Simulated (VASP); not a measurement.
# AlN (P6_3mc) in VASP: notebook

The runs below take AlN through single point, with PBE.

All numbers are computed with VASP 6.6.1; they aren't measurements. Logs are shortened: lines on timing, memory, paths and dates and some standing lists are left out, and cuts for length are marked.

## (1) The cell of the first run

Symmetry: P6_3mc, No. 186, hexagonal system. The conventional cell has a = 3.158 Å, b = 3.158 Å, c = 4.829 Å, α = 90.00°, β = 90.00°, γ = 120.00°. Al (site symmetry 3m) has 4 N at 1.86 to 1.91 Å within 2.5 Å. Within 2.5 Å of N (site symmetry 3m) lie 4 Al at 1.86 to 1.91 Å.

## (2) Single point, PBE (strain +0.015 along x and y, -0.030 along z)

Input file INCAR:

```
ALGO = Normal
EDIFF = 1E-6
ENCUT = 520
GGA = PE
ISIF = 2
ISMEAR = 0
LASPH = True
LCHARG = False
LREAL = False
LWAVE = False
NBANDS = 16
NELM = 60
PREC = Accurate
SIGMA = 0.05
```

Input file KPOINTS:

```
k-points
0
Gamma
  12 12 6
```

Input file POSCAR:

```
AlN
1.0
    3.1576671839      0.0000000000      0.0000000000
   -1.5788335919      2.7346199979      0.0000000000
    0.0000000000      0.0000000000      4.8286600000
Al N
2 2
Direct
    0.3333333333      0.6666666667      0.0000000000
    0.6666666667      0.3333333333      0.5000000000
    0.3333333333      0.6666666667      0.3850000000
    0.6666666667      0.3333333333      0.8850000000
```

Potentials or basis: VASP PAW PBE potentials, release 64 (Al, N).

On the command line:

```bash
$ cat potpaw_PBE.64/Al/POTCAR potpaw_PBE.64/N/POTCAR > POTCAR
$ mpirun -np 1 vasp_std > vasp.out
```

OUTCAR:

```text
EDIFF = 1E-6
   ENCUT = 520
   GGA = PE
   ISIF = 2
   ISMEAR = 0
   LASPH = True
   LREAL = False
   NELM = 60
   PREC = Accurate

 ion  position               nearest neighbor table
   1  0.333  0.667  0.000-   3 1.86   4 1.91   4 1.91   4 1.91   2 3.03   2 3.03   2 3.03   2 3.03
                             2 3.03   2 3.03
   2  0.667  0.333  0.500-   4 1.86   3 1.91   3 1.91   3 1.91   1 3.03   1 3.03   1 3.03   1 3.03
                             1 3.03   1 3.03
   3  0.333  0.667  0.385-   1 1.86   2 1.91   2 1.91   2 1.91
   4  0.667  0.333  0.885-   2 1.86   1 1.91   1 1.91   1 1.91

  LATTYP: Found a hexagonal cell.
 ALAT       =     3.1576671839
 C/A-ratio  =     1.5291858574

  Lattice vectors:

 A1 = (   3.1576671839,   0.0000000000,   0.0000000000)
 A2 = (  -1.5788335919,   2.7346199979,   0.0000000000)
 A3 = (   0.0000000000,   0.0000000000,   4.8286600000)

Analysis of symmetry for initial positions (statically):
=====================================================================
 Subroutine PRICEL returns:
 Original cell was already a primitive cell.

 Routine SETGRP: Setting up the symmetry group for a
 hexagonal supercell.

 Subroutine GETGRP returns: Found 12 space group operations
 (whereof  6 operations were pure point group operations)
 out of a pool of 24 trial point group operations.

The static configuration has the point symmetry C_3v.
 The point group associated with its full space group is C_6v.

Analysis of symmetry for dynamics (positions and initial velocities):
=====================================================================
 Subroutine PRICEL returns:
 Original cell was already a primitive cell.

 Routine SETGRP: Setting up the symmetry group for a
 hexagonal supercell.

 Subroutine GETGRP returns: Found 12 space group operations
 (whereof  6 operations were pure point group operations)
 out of a pool of 24 trial point group operations.

The dynamic configuration has the point symmetry C_3v.
 The point group associated with its full space group is C_6v.

 Subroutine INISYM returns: Found 12 space group operations
 (whereof  6 operations are pure point group operations),
 and found     1 'primitive' translations

----------------------------------------------------------------------------------------

                                     Primitive cell

  volume of cell :      41.6956

  direct lattice vectors                    reciprocal lattice vectors
     3.157667184  0.000000000  0.000000000     0.316689487  0.182840760  0.000000000
    -1.578833592  2.734619998  0.000000000     0.000000000  0.365681521  0.000000000
     0.000000000  0.000000000  4.828660000     0.000000000  0.000000000  0.207096793

  length of vectors
     3.157667184  3.157667184  4.828660000     0.365681521  0.365681521  0.207096793

  position of ions in fractional coordinates (direct lattice)
     0.333333333  0.666666667  0.000000000
     0.666666667  0.333333333  0.500000000
     0.333333333  0.666666667  0.385000000
     0.666666667  0.333333333  0.885000000

  ion indices of the primitive-cell ions
   primitive index   ion index
                 1           1
                 2           2
                 3           3
                 4           4

----------------------------------------------------------------------------------------

 KPOINTS: k-points

Automatic generation of k-mesh.
 Grid dimensions read from file:
 generate k-points for:   12   12    6

 Generating k-lattice:

  Cartesian coordinates                     Fractional coordinates (reciprocal lattice)
     0.026390791  0.015236730  0.000000000     0.083333333 -0.000000000  0.000000000
     0.000000000  0.030473460  0.000000000     0.000000000  0.083333333  0.000000000
     0.000000000  0.000000000  0.034516132     0.000000000  0.000000000  0.166666667

  Length of vectors
     0.030473460  0.030473460  0.034516132

  Shift w.r.t. Gamma in fractional coordinates (k-lattice)
     0.000000000  0.000000000  0.000000000

 Subroutine IBZKPT returns following result:
 ===========================================

 Found     76 irreducible k-points:

 Following reciprocal coordinates:
            Coordinates               Weight
  0.000000  0.000000  0.000000      1.000000
  0.083333  0.000000  0.000000      6.000000
  0.166667 -0.000000  0.000000      6.000000
  0.250000  0.000000  0.000000      6.000000
  0.333333 -0.000000  0.000000      6.000000
  0.416667  0.000000  0.000000      6.000000
[... 16 lines left out ...]
  0.250000  0.000000  0.166667     12.000000
  0.333333 -0.000000  0.166667     12.000000
 [... further k-points ...]
   k-points           NKPTS =     76   k-points in BZ     NKDIM =     76   number of bands    NBANDS=     16
   number of dos      NEDOS =    301   number of ions     NIONS =      4
   total plane-waves  NPLWV =  20736
   dimension x,y,z NGX =    24 NGY =   24 NGZ =   36
   dimension x,y,z NGXF=    48 NGYF=   48 NGZF=   72
   ions per type =               2   2
   NGX,Y,Z   is equivalent  to a cutoff of  12.64, 12.64, 12.39 a.u.
   NGXF,Y,Z  is equivalent  to a cutoff of  25.27, 25.27, 24.79 a.u.
 SYSTEM =  unknown system
   PREC   = accura    normal or accurate (medium, high low for compatibility)
   ISTART =      0    job   : 0-new  1-cont  2-samecut
   ICHARG =      2    charge: 1-file 2-atom 10-const
   ISPIN  =      1    spin polarized calculation?
   LNONCOLLINEAR =      F non collinear calculations
   LSORBIT =      F    spin-orbit coupling
   LASPH  =      T    aspherical Exc in radial PAW
   ENCUT  =  520.0 eV  38.22 Ry    6.18 a.u.   5.87  5.87  8.98*2*pi/ulx,y,z
   NELM   =     60;   NELMIN=  2; NELMDL= -5     # of ELM steps
   EDIFF  = 0.1E-05   stopping-criterion for ELM
   LREAL  =      F    real-space projection
   EDIFFG = 0.1E-04   stopping-criterion for IOM
   NSW    =      0    number of steps for IOM
   IBRION =     -1    ionic relax: 0-MD 1-quasi-New 2-CG
   NFREE  =      0    steps in history (QN), initial steepest desc. (CG)
   ISIF   =      2    stress and relaxation
   ISYM   =      2    0-nonsym 1-usesym 2-fastsym
   POTIM  = 0.5000    time-step for ionic-motion
   TEBEG  =    0.0;   TEEND  =   0.0 temperature during run
   PSTRESS=    0.0 pullay stress
   NELECT =      16.0000    total number of electrons
   NUPDOWN=      -1.0000    fix difference up-down
   EMIN   =  10.00;   EMAX   =-10.00  energy-range for DOS
   EFERMI =   0.00;   METHOD = LEGACY
   ISMEAR =     0;   SIGMA  =   0.05  broadening in eV -4-tet -1-fermi 0-gaus
   EFERMI_NEDOS =   21; number of points for ismear=-14 and -15
   IALGO  =     38    algorithm
   IMIX   =      4    mixing-type and parameters
     AMIX     =   0.40;   BMIX     =  1.00
     AMIX_MAG =   1.60;   BMIX_MAG =  1.00
  volume/ion in A,a.u.               =      10.42        70.34
  Fermi-wavevector in a.u.,A,eV,Ry     =   1.189647  2.248107 19.255786  1.415260
  Thomas-Fermi vector in A             =   2.325750
   LORBIT       =      0    0 simple, 1 ext, 2 COOP (PROOUT), +10 PAW based schemes
   GGA     = PE    functional components
   LHFCALC =     F    Hartree Fock is set to
   AEXX    =    0.0000 exact exchange contribution
   IVDW    =     0    specifies the selected vdW correction
   LEPSILON=     F    determine dielectric tensor
   LRPA    =     F    only Hartree local field effects (RPA)
 non-spin polarized calculation
 Gauss-broadening in eV      SIGMA  =   0.05
  energy-cutoff  :      520.00
  volume of cell :       41.70
 maximum number of plane-waves:      1140
 NGX is ok and might be reduce to    24
   NGX = 11   NGY = 11   NGZ = 17

 number of electron      16.0000001 magnetization

 Free energy of the ion-electron system (eV)
  ---------------------------------------------------
  ext. energy  EPLUGINS =         0.00000000
  ---------------------------------------------------
  free energy    TOTEN  =       -29.71055903 eV

  energy without entropy =      -29.71055903  energy(sigma->0) =      -29.71055903

 E-fermi :   6.6483     XC(G=0): -10.9162

 val. band max:        6.3576314044   @ k =   0.0000   0.0000   0.0000
 cond. band min:      10.4042367477   @ k =   0.0000   0.0000   0.0000
 fundamental gap:      4.0466053433
 Fermi energy:         6.6482674205

 k-point     1 :       0.0000    0.0000    0.0000
  band No.  band energies     occupation
      1      -9.0321      2.00000
      2      -6.6807      2.00000
      3       0.3171      2.00000
      4       5.1091      2.00000
      5       5.1091      2.00000
      6       5.8980      2.00000
[... 8 lines left out ...]
     15      19.0982      0.00000
     16      20.3565      0.00000

 k-point     2 :       0.0833    0.0000    0.0000
  band No.  band energies     occupation
      1      -8.9467      2.00000
      2      -6.6385      2.00000
      3       0.4177      2.00000
      4       4.7135      2.00000
      5       4.9918      2.00000
      6       5.4989      2.00000
[... 8 lines left out ...]
     15      19.1934      0.00000
     16      19.4181      0.00000

 k-point     3 :       0.1667   -0.0000    0.0000
  band No.  band energies     occupation
      1      -8.6979      2.00000
      2      -6.5256      2.00000
      3       0.7145      2.00000
      4       3.7514      2.00000
      5       4.6614      2.00000
      6       4.7165      2.00000
[... 8 lines left out ...]
     15      18.6635      0.00000
     16      18.7875      0.00000

 k-point     4 :       0.2500    0.0000    0.0000
  band No.  band energies     occupation
      1      -8.3099      2.00000
      2      -6.3840      2.00000
      3       1.1897      2.00000
      4       2.6321      2.00000
      5       3.7505      2.00000
      6       4.4019      2.00000
[... 8 lines left out ...]
     15      18.5234      0.00000
     16      19.0589      0.00000
[... 324 lines left out ...]
 k-point    22 :       0.1667   -0.0000    0.1667
  band No.  band energies     occupation
      1      -8.5878      2.00000
      2      -6.7290      2.00000
      3       1.0130      2.00000
      4       3.8505      2.00000
      5       4.4166      2.00000
      6       4.7828      2.00000
[... 8 lines left out ...]
     15      18.6620      0.00000
     16      18.9017      0.00000

 k-point    23 :       0.2500    0.0000    0.1667
  band No.  band energies     occupation
      1      -8.2075      2.00000
      2      -6.5525      2.00000
      3       1.2900      2.00000
      4       2.8533      2.00000
      5       3.5489      2.00000
      6       4.4780      2.00000
[... 8 lines left out ...]
     15      18.6642      0.00000
     16      19.2085      0.00000

 k-point    24 :       0.3333   -0.0000    0.1667
  band No.  band energies     occupation
      1      -7.7428      2.00000
      2      -6.4050      2.00000
      3       1.2173      2.00000
      4       2.2901      2.00000
      5       2.9257      2.00000
      6       4.2127      2.00000
[... 8 lines left out ...]
     15      18.7802      0.00000
     16      20.1909      0.00000

 [... further k-points ...]
[... 5 lines left out ...]
  --------------------------------------------------------------------------------------
  -------------------------------------------------------------------------------------
  Total       -0.4467001     -0.4467001      3.8149836     -0.0000000      0.0000000      0.0000000
  in kB      -17.1647177    -17.1647177    146.5930195     -0.0000000      0.0000000      0.0000000
  external PRESSURE =      37.4211947 kB  Pullay stress =       0.0000000 kB

 VOLUME and BASIS-vectors are now :
 -----------------------------------------------------------------------------
  energy-cutoff  :      520.00
  volume of cell :       41.70
      direct lattice vectors                 reciprocal lattice vectors
     3.157667184  0.000000000  0.000000000     0.316689487  0.182840760  0.000000000
    -1.578833592  2.734619998  0.000000000     0.000000000  0.365681521  0.000000000
     0.000000000  0.000000000  4.828660000     0.000000000  0.000000000  0.207096793

 POSITION                                       TOTAL-FORCE (eV/Angst)
 -----------------------------------------------------------------------------------
     -0.00000      1.82308      0.00000         0.000000     -0.000000     -0.435990
      1.57883      0.91154      2.41433         0.000000     -0.000000     -0.435990
     -0.00000      1.82308      1.85903        -0.000000      0.000000      0.435990
      1.57883      0.91154      4.27336         0.000000     -0.000000      0.435990
 -----------------------------------------------------------------------------------
    total drift:                               -0.000000      0.000000      0.001444

  FREE ENERGIE OF THE ION-ELECTRON SYSTEM (eV)
  ---------------------------------------------------
  free  energy   TOTEN  =       -29.7105590328 eV

  energy  without entropy=      -29.7105590328  energy(sigma->0) =      -29.71055903
```

It took 46 s on 1 thread of Intel Xeon 8259CL, shared host; peak memory 0.17 GiB.

Results:

```yaml
Free_energy: -29.7106 eV
Pressure: 3.7 GPa
Largest_force: 0.436 eV/Å
Band_gap_on_the_k_mesh: 4.05 eV, direct
```

Forces on the atoms (eV/Å):
```
Al   0.000  0.000 -0.436
Al   0.000  0.000 -0.436
N    0.000  0.000  0.436
N    0.000  0.000  0.436
```

Caveat: the cell differs from its parent crystal (strain +0.015 along x and y, -0.030 along z). A k mesh can miss the band edges.

## (3) Single point, PBE (strain +0.000 along x and y, +0.015 along z)

Input file INCAR:

```
PREC = Accurate
ENCUT = 520
EDIFF = 1E-6
ISMEAR = 0
SIGMA = 0.05
LREAL = F
LASPH = T
NELM = 60
ALGO = Normal
ISIF = 2
LWAVE = F
LCHARG = T
GGA = PE
LELF = T
LVHAR = T
NBANDS = 16
```

Input file KPOINTS:

```
Automatic mesh
0
Gamma
  12 12 6
```

Input file POSCAR:

```
AlN
1.0
    3.1110021516      0.0000000000      0.0000000000
   -1.5555010758      2.6942068945      0.0000000000
    0.0000000000      0.0000000000      5.0526700000
Al N
2 2
Direct
    0.3333333333      0.6666666667      0.0000000000
    0.6666666667      0.3333333333      0.5000000000
    0.3333333333      0.6666666667      0.3850000000
    0.6666666667      0.3333333333      0.8850000000
```

Potentials or basis: VASP PAW PBE potentials, release 64 (Al, N).

On the command line:

```bash
$ cat potpaw_PBE.64/Al/POTCAR potpaw_PBE.64/N/POTCAR > POTCAR
$ mpirun -np 1 vasp_std > vasp.out
```

OUTCAR:

```text
PREC = Accurate
   ENCUT = 520
   EDIFF = 1E-6
   ISMEAR = 0
   LREAL = F
   LASPH = T
   NELM = 60
   ISIF = 2
   GGA = PE

 ion  position               nearest neighbor table
   1  0.333  0.667  0.000-   4 1.89   4 1.89   4 1.89   3 1.95   2 3.10   2 3.10   2 3.10   2 3.10
                             2 3.10   2 3.10
   2  0.667  0.333  0.500-   3 1.89   3 1.89   3 1.89   4 1.95   1 3.10   1 3.10   1 3.10   1 3.10
                             1 3.10   1 3.10
   3  0.333  0.667  0.385-   2 1.89   2 1.89   2 1.89   1 1.95
   4  0.667  0.333  0.885-   1 1.89   1 1.89   1 1.89   2 1.95

  LATTYP: Found a hexagonal cell.
 ALAT       =     3.1110021516
 C/A-ratio  =     1.6241293814

  Lattice vectors:

 A1 = (   3.1110021516,   0.0000000000,   0.0000000000)
 A2 = (  -1.5555010758,   2.6942068945,   0.0000000000)
 A3 = (   0.0000000000,   0.0000000000,   5.0526700000)

Analysis of symmetry for initial positions (statically):
=====================================================================
 Subroutine PRICEL returns:
 Original cell was already a primitive cell.

[... 172 lines left out ...]
  free energy    TOTEN  =       -29.76607500 eV

  energy without entropy =      -29.76607500  energy(sigma->0) =      -29.76607500

 E-fermi :   6.2407     XC(G=0): -10.8504

 val. band max:        6.0266897197   @ k =   0.0000   0.0000   0.0000
 cond. band min:      10.0925873572   @ k =   0.0000   0.0000   0.0000
 fundamental gap:      4.0658976375
 Fermi energy:         6.2407271448

 k-point     1 :       0.0000    0.0000    0.0000
  band No.  band energies     occupation
      1      -9.0853      2.00000
      2      -7.0449      2.00000
      3       0.0733      2.00000
      4       5.1913      2.00000
      5       5.1913      2.00000
      6       5.7993      2.00000
[... 433 lines left out ...]
      3       1.1715      2.00000
      4       2.0946      2.00000
      5       2.6841      2.00000
      6       4.2963      2.00000
[... 8 lines left out ...]
     15      18.2087      0.00000
     16      20.2574      0.00000

 [... further k-points ...]
[... 5 lines left out ...]
  --------------------------------------------------------------------------------------
  -------------------------------------------------------------------------------------
  Total        0.8908972      0.8908972     -0.9517585      0.0000000      0.0000000      0.0000000
  in kB       33.7043519     33.7043519    -36.0068522      0.0000000      0.0000000      0.0000000
  external PRESSURE =      10.4672839 kB  Pullay stress =       0.0000000 kB

 VOLUME and BASIS-vectors are now :
 -----------------------------------------------------------------------------
  energy-cutoff  :      520.00
  volume of cell :       42.35
      direct lattice vectors                 reciprocal lattice vectors
     3.111002152  0.000000000  0.000000000     0.321439829  0.185583372  0.000000000
    -1.555501076  2.694206895  0.000000000     0.000000000  0.371166744  0.000000000
     0.000000000  0.000000000  5.052670000     0.000000000  0.000000000  0.197915162

 POSITION                                       TOTAL-FORCE (eV/Angst)
 -----------------------------------------------------------------------------------
     -0.00000      1.79614      0.00000         0.000000     -0.000000      0.325386
      1.55550      0.89807      2.52633        -0.000000     -0.000000      0.325386
     -0.00000      1.79614      1.94528         0.000000     -0.000000     -0.325386
      1.55550      0.89807      4.47161        -0.000000      0.000000     -0.325386
 -----------------------------------------------------------------------------------
    total drift:                               -0.000000      0.000000      0.000630

  FREE ENERGIE OF THE ION-ELECTRON SYSTEM (eV)
  ---------------------------------------------------
  free  energy   TOTEN  =       -29.7660750012 eV

  energy  without entropy=      -29.7660750012  energy(sigma->0) =      -29.76607500
```

OSZICAR:

```text
N       E                     dE             d eps       ncg     rms          rms(c)
DAV:   1     0.416349389806E+02    0.41635E+02   -0.72879E+03  2432   0.894E+02
DAV:   2    -0.308643315694E+02   -0.72499E+02   -0.66978E+02  3400   0.186E+02
DAV:   3    -0.344488693073E+02   -0.35845E+01   -0.35744E+01  2952   0.430E+01
DAV:   4    -0.344711983048E+02   -0.22329E-01   -0.22328E-01  3128   0.383E+00
DAV:   5    -0.344714899992E+02   -0.29169E-03   -0.29169E-03  3000   0.443E-01    0.121E+01
DAV:   6    -0.297517466230E+02    0.47197E+01   -0.10727E+01  2920   0.236E+01    0.413E+00
DAV:   7    -0.297778894075E+02   -0.26143E-01   -0.66515E-01  2640   0.573E+00    0.293E+00
DAV:   8    -0.297706110238E+02    0.72784E-02   -0.61593E-02  2752   0.228E+00    0.604E-01
DAV:   9    -0.297655189445E+02    0.50921E-02   -0.12292E-02  3224   0.815E-01    0.250E-01
DAV:  10    -0.297661570275E+02   -0.63808E-03   -0.23483E-03  2648   0.303E-01    0.135E-01
DAV:  11    -0.297660716755E+02    0.85352E-04   -0.18654E-04  2872   0.104E-01    0.328E-02
DAV:  12    -0.297660752035E+02   -0.35280E-05   -0.11658E-05  2712   0.272E-02    0.717E-03
DAV:  13    -0.297660750012E+02    0.20229E-06   -0.45196E-06  2880   0.164E-02
   1 F= -.29766075E+02 E0= -.29766075E+02  d E =-.361992E-12
```

stdout:

```text
POSCAR found type information on POSCAR AlN
 POSCAR found :  2 types and       4 ions
 scaLAPACK will be used
 LDA part: xc-table for (Slater+PW92), standard interpolation
 POSCAR, INCAR and KPOINTS ok, starting setup
 FFT: planning ... GRIDC
 FFT: planning ... GRID_SOFT
 FFT: planning ... GRID
 WAVECAR not read
 entering main loop
```

Wall time 58 s (1 thread of Intel Xeon 8259CL, shared host); peak memory 0.18 GiB.

What came out:

* Free energy: -29.7661 eV
* Pressure: 1.0 GPa
* Largest force: 0.325 eV/Å
* Band gap on the k mesh: 4.07 eV, direct

Forces in eV/Å, atoms in the order of the input:
```
Al   0.000  0.000  0.325
Al   0.000  0.000  0.325
N    0.000  0.000 -0.325
N    0.000  0.000 -0.325
```

Caveat: the cell differs from its parent crystal (strain +0.000 along x and y, +0.015 along z). A k mesh can miss the band edges.
